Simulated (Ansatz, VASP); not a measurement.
# Two plane-wave programs on KCl

File INCAR:

```
  ALGO = Normal
  EDIFF = 1E-7
  ENCUT = 520
  GGA = PE
  ISIF = 2
  ISMEAR = 0
  LASPH = True
  LCHARG = False
  LREAL = False
  LWAVE = False
  NBANDS = 24
  NELM = 80
  PREC = Accurate
  SIGMA = 0.05
```

Contents of KPOINTS:

```
k-points
0
Gamma
  6 6 6
```

Contents of POSCAR:

```
KCl
1.0
    0.0000000000     -3.1153024831     -3.3387468480
   -3.1153024831      0.0000000000     -3.3387468480
    3.1153024831      3.1153024831     -6.6774936960
K Cl
2 2
Direct
   -0.0626836044      0.0808071280      0.0000000000
    0.5626836044      0.4191928720      0.5000000000
    0.7500000000      0.7500000000      0.7500000000
    0.2500000000      0.2500000000      0.2500000000
```

Input for Ansatz:

```yaml
crystal:
  lattice:
    - [0.0, -3.1153024831, -3.338746848]
    - [-3.1153024831, 0.0, -3.338746848]
    - [3.1153024831, 3.1153024831, -6.677493696]
  atoms:
    - { symbol: K, position: [-0.0626836044, 0.080807128, 0.0] }
    - { symbol: K, position: [0.5626836044, 0.419192872, 0.5] }
    - { symbol: Cl, position: [0.75, 0.75, 0.75] }
    - { symbol: Cl, position: [0.25, 0.25, 0.25] }
basis:
  ecutwfc: 420
kpoints:
  mp_grid: { grid: [6, 6, 6] }
hamiltonian:
  xc: pbe
  pseudopotentials: { kind: paw }
scf:
  occupations: { method: gaussian, width: 0.05 }
output:
  forces: true
  stress: true
  eigenvalues: true
  write_density: true
  write_potential: true
  elf: true
  volumetric_format: npy
```

Change from the starting cell: mode 4 frozen in at -0.331 Å, strain +e along z and -e/2 along x and y +0.0467.

Alike in both runs: task single point; functional PBE; k mesh 6 × 6 × 6; occupations gaussian, width 0.05 eV; no spin polarisation.

|  | VASP | Ansatz |
| --- | --- | --- |
| version | VASP 6.6.1 | Ansatz 0.2.0 |
| potentials or method | VASP PAW PBE potentials, release 64 (K_sv, Cl), cutoff 520 eV | scalar-relativistic, plane waves, PAW |
| valence electrons in the cell | 32 | 32 |

```tsv
	VASP	Ansatz	Ansatz less VASP
gap on the k mesh at the Fermi level (eV)	5.02	5.02	+0.002
least direct gap on the mesh (eV)	5.02	5.02	+0.002
pressure (GPa)	1.1	1.1	-0.03
traceless stress, the component that is largest in VASP (GPa)	-2.02	-1.98	+0.039
rms of the force components (eV/Å)	0.238	0.234	-0.0041
```

Atom by atom the forces differ by 0.004 eV/Å (rms over components). The functional is the same, so the differences come from potentials, cutoffs and numerics.
